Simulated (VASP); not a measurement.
# PbSe (Clausthalite): single point with LDA

PbSe (Clausthalite):

```
Pb Se
1.0
     0.00000    3.04011    3.04011
     3.04011    0.00000    3.04011
     3.04011    3.04011    0.00000
Pb Se
1 1
Direct
  0.00000 0.00000 0.00000
  0.50000 0.50000 0.50000
```

```yaml
Program: VASP 6.6.1
Task: single point
Functional: LDA
Potentials_or_basis: VASP PAW LDA potentials, release 64 (Pb_d, Se)
Cutoff: 520 eV
k_mesh: 5 × 5 × 5
Occupations: gaussian, width 0.01 eV
Spin: no spin polarisation
```

The pressure is -1.2 GPa.

Levels at points of the mesh, in eV from the Fermi level:
| k point | band 6 | band 7 | band 8 | band 9 | band 10 | band 11 | band 12 | band 13 | band 14 | band 15 |
| --- | --- | --- | --- | --- | --- | --- | --- | --- | --- | --- |
| (0.00, 0.00, 0.00) | -13.44 | -6.00 | -1.61 | -1.61 | -1.61 | 5.00 | 5.00 | 5.00 | 6.79 | 6.79 |

Wall time 4.2 s on 1 thread of Intel Xeon 6975P-C (shared host), peak memory 0.15 GiB.

Caveat: this odd mesh misses L, where the gap lies, so gap, dielectric constants and Born charges aren't listed; spin-orbit coupling is left out, which moves the levels of the heavy elements.
